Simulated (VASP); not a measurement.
Here is a VASP 6.6.1 calculation.

INCAR

```
PREC = Accurate
ENCUT = 520
EDIFF = 1E-6
ISMEAR = 0
SIGMA = 0.1
LREAL = False
LASPH = True
NELM = 80
ALGO = Normal
ISIF = 2
LWAVE = False
LCHARG = False
GGA = PE
NBANDS = 17
```

KPOINTS

```
regular mesh
0
Gamma
  4 4 4
```

Contents of POSCAR:

```
HfH6
1.0
    3.9468182700      0.0000000000      0.0000000000
    0.0000000000      3.9468182700      0.0000000000
    0.0000000000      0.0000000000      3.9468182700
Hf H
1 6
Direct
    0.0000000000      0.0000000000      0.0000000000
    0.1975000100      0.5000000000      0.5000000000
    0.5000000000      0.1975000100      0.5000000000
    0.8024999900      0.5000000000      0.5000000000
    0.5000000000      0.8024999900      0.5000000000
    0.5000000000      0.5000000000      0.1975000100
    0.5000000000      0.5000000000      0.8024999900
```

Potentials or basis: VASP PAW PBE potentials, release 64 (Hf_pv, H).

The run is started by

```sh
$ cat potpaw_PBE.64/Hf_pv/POTCAR potpaw_PBE.64/H/POTCAR > POTCAR
$ mpirun -np 1 vasp_std > vasp.out
```

(1) What does it give for the band gap on the k mesh?

(2) Estimate the largest force.

(3) What does it give for the pressure?

Answers

(1) zero (band 8 reaches 3.63 eV, above the bottom of band 9 at 1.23 eV).

(2) 0.168 eV/Å.

(3) -24.5 GPa.

Caveat: the k points lie up to 0.40 Å⁻¹ apart; spin-orbit coupling is left out, which moves the levels of the heavy elements.
